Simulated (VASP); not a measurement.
Here is a VASP 6.6.1 calculation.

INCAR

```
SYSTEM = HgH3
ALGO = Normal
EDIFF = 1E-7
EDIFFG = -0.04
ENCUT = 550
GGA = PE
GGA_COMPAT = .FALSE.
IBRION = 2
ISIF = 3
ISMEAR = 0
LASPH = .TRUE.
LCHARG = .FALSE.
LREAL = .FALSE.
LWAVE = .FALSE.
NELM = 120
NELMIN = 4
NSW = 90
PREC = Accurate
SIGMA = 0.1
```

KPOINTS

```
k-points
0
G
  4 4 4
  0 0 0
```

POSCAR

```
HgH3
1.0
    4.8778036500      0.0000000000      0.0000000000
    0.0000000000      4.8778036500      0.0000000000
    0.0000000000      0.0000000000      4.8778036500
Hg H
2 6
Direct
    0.5000000000      0.5000000000      0.5000000000
    0.0000000000      0.0000000000      0.0000000000
    0.1413488400      0.5000000000      0.5000000000
    0.8586511600      0.5000000000      0.5000000000
    0.5000000000      0.1413488400      0.5000000000
    0.5000000000      0.8586511600      0.5000000000
    0.5000000000      0.5000000000      0.1413488400
    0.5000000000      0.5000000000      0.8586511600
```

Potentials or basis: VASP PAW PBE potentials, release 64 (Hg_sv_GW, H).

Run with:

```sh
$ cat potpaw_PBE.64/Hg_sv_GW/POTCAR potpaw_PBE.64/H/POTCAR > POTCAR
$ mpirun -np 1 vasp_std > vasp.out
```

What does it give for the relaxed cell?

a = 6.102 Å, b = 6.102 Å, c = 6.102 Å, α = 90.00°, β = 90.00°, γ = 90.00°.

Predict the relaxed volume.

28.40 Å³/atom.

Predict the band gap on the k mesh.

3.75 eV.

Estimate the space group after relaxing (to 0.1 Å).

Pm-3m (No. 221).

Final structure:
```xyz
8
Lattice="6.1021 0.0000 0.0000 0.0000 6.1021 0.0000 0.0000 0.0000 6.1021" Properties=species:S:1:pos:R:3 pbc="T T T"
Hg    3.0511    3.0511    3.0511
Hg    0.0000    0.0000    0.0000
H     0.3791    3.0511    3.0511
H     5.7230    3.0511    3.0511
H     3.0511    0.3791    3.0511
H     3.0511    5.7230    3.0511
H     3.0511    3.0511    0.3791
H     3.0511    3.0511    5.7230
```

Caveat: the volume moved by over 15 % at a fixed basis, so the end points are rough; spin-orbit coupling is left out, which moves the levels of the heavy elements. A k mesh can miss the band edges.
